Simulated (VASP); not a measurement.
**BN: single point with r2SCAN**

Crystal: BN.

```
CELL_PARAMETERS angstrom
2.60403 0.00000 0.00000
-1.30201 2.25516 0.00000
0.00000 0.00000 4.30976
ATOMIC_POSITIONS crystal
N 0.33333 0.66667 0.12528
N 0.66667 0.33333 0.62528
B 0.33333 0.66667 0.49972
B 0.66667 0.33333 0.99972
```

```
Program                : VASP 6.6.1
Task                   : single point
Functional             : r2SCAN
Potentials or basis    : VASP PAW PBE potentials, release 64 (N, B)
Cutoff                 : 520 eV
k mesh                 : 12 × 12 × 6
Occupations            : fermi-dirac, width 0.05 eV
Spin                   : no spin polarisation
Dipole correction      : no
Further INCAR settings : ALGO = Normal; EDIFF = 1e-06; NBANDS = 16
```

* Pressure: -23.5 GPa
* Largest force: 0.063 eV/Å
* Band gap on the k mesh: 5.79 eV, indirect (least direct gap 8.59 eV)

Forces on the atoms (eV/Å):
```
N    0.000  0.000 -0.063
N    0.000  0.000 -0.063
B    0.000  0.000  0.063
B    0.000  0.000  0.063
```

Stress tensor (GPa, compression positive):
```
-23.19   0.00   0.00
  0.00 -23.19   0.00
  0.00   0.00 -24.01
```

Levels at points of the mesh, in eV from the valence-band top:
```
           k point  band 5  band 6  band 7  band 8  band 9  band 10  band 11  band 12
(0.00, 0.00, 0.00)   -2.06   -0.26    0.00    0.00    8.78     8.78     8.82     9.34
(0.50, 0.00, 0.00)   -6.80   -4.83   -4.20   -2.05    7.02     8.35    10.98    11.44
(0.00, 0.00, 0.50)   -1.13   -1.13   -1.13   -1.13    9.55     9.55    10.30    10.30
(0.50, 0.00, 0.50)   -3.65   -3.65   -3.50   -3.50    6.90     6.90    10.22    10.22
```

It took 100 s on 1 thread of Intel(R) Xeon(R) Platinum 8375C CPU @ 2.90GHz (Ice Lake) (shared host), peak memory 0.15 GiB.

Caveat: the PAW data sets were made with another functional, which shifts forces and pressure a little. A k mesh can miss the band edges.
